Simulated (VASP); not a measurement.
# CdSe (F-43m) in VASP: notebook, part 2 of 2

VASP 6.6.1. The steps go on from the part before.

## 4. Single point, r2SCAN+D3(BJ)

This run uses another cell than the first one, of 30.10 Å³/atom, 1.040 times its volume.

File POSCAR:

```
CdSe
1.0
    0.0000000000      3.1106741371      3.1106741371
    3.1106741371      0.0000000000      3.1106741371
    3.1106741371      3.1106741371      0.0000000000
Cd Se
1 1
Direct
    0.0000000000      0.0000000000      0.0000000000
    0.2500000000      0.2500000000      0.2500000000
```

File INCAR.step1:

```
PREC = Accurate
ENCUT = 520
ISMEAR = -1
SIGMA = 0.05
LREAL = F
LASPH = T
NELM = 80
NBANDS = 16
GGA = PE
ALGO = Normal
EDIFF = 1E-4
LWAVE = T
LCHARG = F
```

File INCAR.step2:

```
PREC = Accurate
ENCUT = 520
EDIFF = 1E-6
ISMEAR = -1
SIGMA = 0.05
LREAL = F
LASPH = T
NELM = 80
ALGO = Normal
ISIF = 2
LWAVE = F
LCHARG = F
METAGGA = R2SCAN
LMIXTAU = T
IVDW = 12
VDW_S6 = 1.0
VDW_S8 = 0.78981345
VDW_A1 = 0.49484001
VDW_A2 = 5.73083694
NBANDS = 16
ISTART = 1
```

File KPOINTS:

```
Automatic mesh
0
Gamma
  8 8 8
```

Potentials or basis: VASP PAW PBE potentials, release 64 (Cd, Se).

On the command line:

```
$ cat potpaw_PBE.64/Cd/POTCAR potpaw_PBE.64/Se/POTCAR > POTCAR
$ cp INCAR.step1 INCAR
$ mpirun -np 1 vasp_std > vasp.out
$ cp INCAR.step2 INCAR
$ mpirun -np 1 vasp_std > vasp.out
```

OUTCAR:

```text
PREC = Accurate
   ENCUT = 520
   EDIFF = 1E-6
   ISMEAR = -1
   LREAL = F
   LASPH = T
   NELM = 80
   ISIF = 2
   METAGGA = R2SCAN
   IVDW = 12
   ISTART = 1
 IVDW          = 12

 ion  position               nearest neighbor table
   1  0.000  0.000  0.000-   2 2.69   2 2.69   2 2.69   2 2.69
   2  0.250  0.250  0.250-   1 2.69   1 2.69   1 2.69   1 2.69

  LATTYP: Found a face centered cubic cell.
 ALAT       =     6.2213482742

  Lattice vectors:

 A1 = (   0.0000000000,   3.1106741371,   3.1106741371)
 A2 = (   3.1106741371,   0.0000000000,   3.1106741371)
 A3 = (   3.1106741371,   3.1106741371,   0.0000000000)

Analysis of symmetry for initial positions (statically):
=====================================================================
 Subroutine PRICEL returns:
 Original cell was already a primitive cell.

 Routine SETGRP: Setting up the symmetry group for a
 face centered cubic supercell.

 Subroutine GETGRP returns: Found 24 space group operations
 (whereof 24 operations were pure point group operations)
 out of a pool of 48 trial point group operations.

The static configuration has the point symmetry T_d .

Analysis of symmetry for dynamics (positions and initial velocities):
=====================================================================
 Subroutine PRICEL returns:
 Original cell was already a primitive cell.

 Routine SETGRP: Setting up the symmetry group for a
 face centered cubic supercell.

 Subroutine GETGRP returns: Found 24 space group operations
 (whereof 24 operations were pure point group operations)
 out of a pool of 48 trial point group operations.

The dynamic configuration has the point symmetry T_d .

 Subroutine INISYM returns: Found 24 space group operations
 (whereof 24 operations are pure point group operations),
 and found     1 'primitive' translations

----------------------------------------------------------------------------------------

                                     Primitive cell

[... 110 lines left out ...]
     AMIX_MAG =   1.60;   BMIX_MAG =  1.00
  volume/ion in A,a.u.               =      30.10       203.12
  Fermi-wavevector in a.u.,A,eV,Ry     =   1.094715  2.068712 16.305241  1.198401
  Thomas-Fermi vector in A             =   2.231025
   LORBIT       =      0    0 simple, 1 ext, 2 COOP (PROOUT), +10 PAW based schemes
   METAGGA = R2SCAN    functional components
   LHFCALC =     F    Hartree Fock is set to
   AEXX    =    0.0000 exact exchange contribution
   IVDW    =    12    specifies the selected vdW correction
   LEPSILON=     F    determine dielectric tensor
   LRPA    =     F    only Hartree local field effects (RPA)
 non-spin polarized calculation
  energy-cutoff  :      520.00
  volume of cell :       60.20
 maximum number of plane-waves:      1639
 NGX is ok and might be reduce to    36
   NGX = 17   NGY = 17   NGZ = 17

 number of electron      18.0000001 magnetization

 Free energy of the ion-electron system (eV)
  ---------------------------------------------------
  ext. energy  EPLUGINS =         0.00000000
  ---------------------------------------------------
  free energy    TOTEN  =       -35.90298689 eV

  energy without entropy =      -35.90298602  energy(sigma->0) =      -35.90298645

 E-fermi :   0.6350     XC(G=0):  -9.1068

 val. band max:        0.1268099410   @ k =   0.0000   0.0000   0.0000
 cond. band min:       1.0593606217   @ k =   0.0000   0.0000   0.0000
 fundamental gap:      0.9325506807
 Fermi energy:         0.6349672134

 k-point     1 :       0.0000    0.0000    0.0000
  band No.  band energies     occupation
      1     -12.5225      2.00000
      2      -7.8399      2.00000
      3      -7.8399      2.00000
      4      -7.8399      2.00000
      5      -7.5116      2.00000
      6      -7.5116      2.00000
[... 433 lines left out ...]
      3      -7.7049      2.00000
      4      -7.5262      2.00000
      5      -7.4973      2.00000
      6      -7.1823      2.00000
[... 8 lines left out ...]
     15      12.1723      0.00000
     16      13.1320      0.00000

 [... further k-points ...]

------------------------ aborting loop because EDIFF is reached ----------------------------------------

 Edisp (eV)   -0.28787

 E8    (eV) :    -0.0970

  FORCE on cell =-STRESS in cart. coord.  units (eV):
  Direction    XX          YY          ZZ          XY          YZ          ZX
  --------------------------------------------------------------------------------------
  -------------------------------------------------------------------------------------
  Total      -0.96828    -0.96828    -0.96828    -0.00000     0.00000    -0.00000
  in kB     -25.77015   -25.77015   -25.77015    -0.00000     0.00000    -0.00000
  external pressure =      -25.77 kB  Pullay stress =        0.00 kB

 VOLUME and BASIS-vectors are now :
 -----------------------------------------------------------------------------
  energy-cutoff  :      520.00
  volume of cell :       60.20
      direct lattice vectors                 reciprocal lattice vectors
     0.000000000  3.110674137  3.110674137    -0.160736862  0.160736862  0.160736862
     3.110674137  0.000000000  3.110674137     0.160736862 -0.160736862  0.160736862
     3.110674137  3.110674137  0.000000000     0.160736862  0.160736862 -0.160736862

 POSITION                                       TOTAL-FORCE (eV/Angst)
 -----------------------------------------------------------------------------------
      0.00000      0.00000      0.00000        -0.000000      0.000000      0.000000
      1.55534      1.55534      1.55534         0.000000     -0.000000      0.000000
 -----------------------------------------------------------------------------------
    total drift:                                0.000000      0.000000      0.000000

  FREE ENERGIE OF THE ION-ELECTRON SYSTEM (eV)
  ---------------------------------------------------
  free  energy   TOTEN  =       -36.1908528891 eV

  energy  without entropy=      -36.1908520144  energy(sigma->0) =      -36.19085245
```

OUTCAR.step1:

```text
PREC = Accurate
   ENCUT = 520
   ISMEAR = -1
   LREAL = F
   LASPH = T
   NELM = 80
[... 675 lines left out ...]
 -----------------------------------------------------------------------------------
      0.00000      0.00000      0.00000         0.000000      0.000000      0.000000
      1.55534      1.55534      1.55534        -0.000000     -0.000000     -0.000000
 -----------------------------------------------------------------------------------
    total drift:                               -0.000000     -0.000000     -0.000000

  FREE ENERGIE OF THE ION-ELECTRON SYSTEM (eV)
  ---------------------------------------------------
  free  energy   TOTEN  =        -5.4991106744 eV

  energy  without entropy=       -5.4990577247  energy(sigma->0) =       -5.49908420
```

OSZICAR.step1:

```text
N       E                     dE             d eps       ncg     rms          rms(c)
DAV:   1     0.106273906483E+03    0.10627E+03   -0.86689E+03   944   0.995E+02
DAV:   2    -0.175833594037E+01   -0.10803E+03   -0.10210E+03  1096   0.242E+02
DAV:   3    -0.586837133735E+01   -0.41100E+01   -0.41030E+01  1080   0.495E+01
DAV:   4    -0.588621843994E+01   -0.17847E-01   -0.17846E-01  1208   0.326E+00
DAV:   5    -0.588633309793E+01   -0.11466E-03   -0.11466E-03  1080   0.228E-01    0.539E+00
DAV:   6    -0.551833140467E+01    0.36800E+00   -0.56696E-01  1352   0.846E+00    0.438E+00
DAV:   7    -0.549791880022E+01    0.20413E-01   -0.13324E-01  1080   0.241E+00    0.194E+00
DAV:   8    -0.549880793461E+01   -0.88913E-03   -0.11908E-02  1048   0.129E+00    0.237E-01
DAV:   9    -0.549904009114E+01   -0.23216E-03   -0.13255E-03  1096   0.439E-01    0.499E-02
DAV:  10    -0.549911067438E+01   -0.70583E-04   -0.14109E-04   960   0.145E-01
   1 F= -.54991107E+01 E0= -.54990842E+01  d E =-.529497E-04
```

Wall time 2.9 min (1 thread of AMD EPYC 7R43 (Zen 3), shared host); peak memory 0.19 GiB.

What came out:

```yaml
Free_energy: -36.1909 eV
Pressure: -2.6 GPa
Band_gap_on_the_k_mesh: 0.93 eV, direct
Dispersion_energy_per_atom: -0.144 eV
```

Caveat: the PAW data sets were made with another functional, which shifts forces and pressure a little. r2SCAN opens gaps a little over a GGA but as a rule still falls short of measured ones.

## 5. Overview

| cell | gap on the mesh (eV) | pressure (GPa) |
| --- | --- | --- |
| a = 4.342 Å, angles 60.0°, 2 atoms | 1.02 | -0.8 |
| a = 4.371 Å, angles 60.0°, 2 atoms | 0.98 | -1.7 |
| a = 4.399 Å, angles 60.0°, 2 atoms | 0.93 | -2.6 |

Alike in all rows: task single point; level r2SCAN+D3(BJ); potentials or basis VASP PAW PBE potentials, release 64 (Cd, Se); no spin polarisation; k mesh 8 × 8 × 8; cutoff (eV) 520; smearing fermi-dirac 0.05 eV.

Caveats: the PAW data sets were made with another functional, which shifts forces and pressure a little.

Total energies depend on the potentials used, so only differences within one code and one set of settings carry meaning.
